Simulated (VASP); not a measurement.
**Rh: single point with PBE**

The system is Rh.

```
CELL_PARAMETERS angstrom
0.00000 1.91496 1.91496
1.91496 0.00000 1.91496
1.91496 1.91496 0.00000
ATOMIC_POSITIONS crystal
Rh 0.00000 0.00000 0.00000
```

```
Program                : VASP 6.6.1
Task                   : single point
Functional             : PBE
Potentials or basis    : VASP PAW PBE potentials, release 64 (Rh_pv)
Cutoff                 : 500 eV
k mesh                 : 9 × 9 × 9
Occupations            : gaussian, width 0.05 eV
Spin                   : no spin polarisation
Dipole correction      : no
Further INCAR settings : ALGO = Normal; EDIFF = 1e-06; NBANDS = 14
```

The pressure is 0.1 GPa and the band gap on the k mesh is zero (an odd number of electrons rules out a gap without spin polarisation).

Levels at points of the mesh, in eV from the Fermi level:
| k point | band 4 | band 5 | band 6 | band 7 | band 8 | band 9 | band 10 | band 11 | band 12 | band 13 |
| --- | --- | --- | --- | --- | --- | --- | --- | --- | --- | --- |
| (0.00, 0.00, 0.00) | -7.73 | -2.91 | -2.91 | -2.91 | -0.91 | -0.91 | 16.09 | 20.62 | 21.42 | 21.42 |

It took 10 s on 1 thread of Intel Xeon 8259CL, on a shared host, peak memory 0.13 GiB.
